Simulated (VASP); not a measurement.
Runs of VASP 6.6.1 on CuO (zincblende type). The structure is that of space group F-43m (No. 216), or close to it. The cells are those of the table. 

```tsv
task	level	potentials or basis	spin	cell	k mesh	cutoff (eV)	gap on the mesh (eV)	pressure (GPa)
electric field gradients	PBE	VASP PAW PBE potentials, release 64 (Cu, O)	off	a = 3.199 Å, angles 60.0°, 2 atoms	22 × 22 × 22	520	none	0.7
relaxation of cell and atoms	PBE	VASP PAW PBE potentials, release 64 (Cu, O)	off	relaxed from a = 3.157 Å, angles 60.0°, 2 atoms	16 × 16 × 16	600	none	0.0
single point	LDA	VASP PAW LDA potentials, release 64 (Cu, O)	collinear, ferrimagnetic start	a = 3.199 Å, angles 60.0°, 2 atoms	16 × 16 × 16	520	none	(b)
single point	PBE	VASP PAW PBE potentials, release 64 (Cu, O)	off	a = 3.167, b = 3.167, c = 3.135 Å, angles 60.3, 60.3, 59.3°, 2 atoms	16 × 16 × 16	520	none	(a)
electric field gradients	PBE	VASP PAW PBE potentials, release 64 (Cu, O)	off	a = 3.167, b = 3.167, c = 3.135 Å, angles 60.3, 60.3, 59.3°, 2 atoms	16 × 16 × 16	520	none	6.9
electric field gradients	PBE	VASP PAW PBE potentials, release 64 (Cu, O)	off	a = 3.247, b = 3.247, c = 3.295 Å, angles 59.5, 59.5, 61.0°, 2 atoms	16 × 16 × 16	520	none	-6.6
single point	PBE	VASP PAW PBE potentials, release 64 (Cu, O)	off	a = 3.247, b = 3.247, c = 3.295 Å, angles 59.5, 59.5, 61.0°, 2 atoms	16 × 16 × 16	520	none	-6.6
single point	PBE	VASP PAW PBE potentials, release 64 (Cu, O)	off	a = 3.199 Å, angles 60.0°, 2 atoms	22 × 22 × 22	520	none	0.6
```

Alike in all rows: smearing fermi-dirac 0.05 eV.

Question: Fill in the values left out.

Answer: (a) 6.8; (b) -12.2.

Caveats: semilocal functionals often make such compounds metallic where correlation or magnetic order opens a gap, which also shifts bond lengths; an odd number of electrons without spin polarisation forces a metal (some runs); a magnetic or distorted state may lie lower (some runs).

A gap of «none» marks levels without a gap at the run's occupations.
